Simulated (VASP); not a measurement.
The system is Li.

```
CELL_PARAMETERS angstrom
0.00000 2.21000 2.21000
2.21000 0.00000 2.21000
2.21000 2.21000 0.00000
ATOMIC_POSITIONS crystal
Li 0.00000 0.00000 0.00000
```

This isn't the form of Li at room conditions, which is bcc.

* Program: VASP 6.6.1
* Task: relaxation of cell and atoms
* Functional: LDA
* Potentials or basis: VASP PAW LDA potentials, release 64 (Li_sv)
* Cutoff: 750 eV
* k mesh: 9 × 9 × 9
* Occupations: methfessel-paxton, width 0.1 eV
* Spin: no spin polarisation

At the start: pressure -1.7 GPa; volume 21.59 Å³/atom.

Where does the relaxation end?

Over 4 steps the energy falls by 16.4 meV/atom and the volume is 18.72 Å³/atom (-13.3 %); space group Fm-3m (No. 225, to 0.1 Å) before and after.

The path:
```
step  energy change (eV)  largest force (eV/Å)  pressure (GPa)  volume (Å³)
   1              0.0000                0.0000           -1.69        21.59
   2             -0.0067                0.0000           -1.36        20.88
   3             -0.0155                0.0000           -0.47        19.40
   4             -0.0164                0.0000            0.04        18.72
```

Final structure:
```
Li
1.0
     0.00000    2.10763    2.10763
     2.10763    0.00000    2.10763
     2.10763    2.10763    0.00000
Li
1
Cartesian
  0.0000 0.0000 0.0000
```
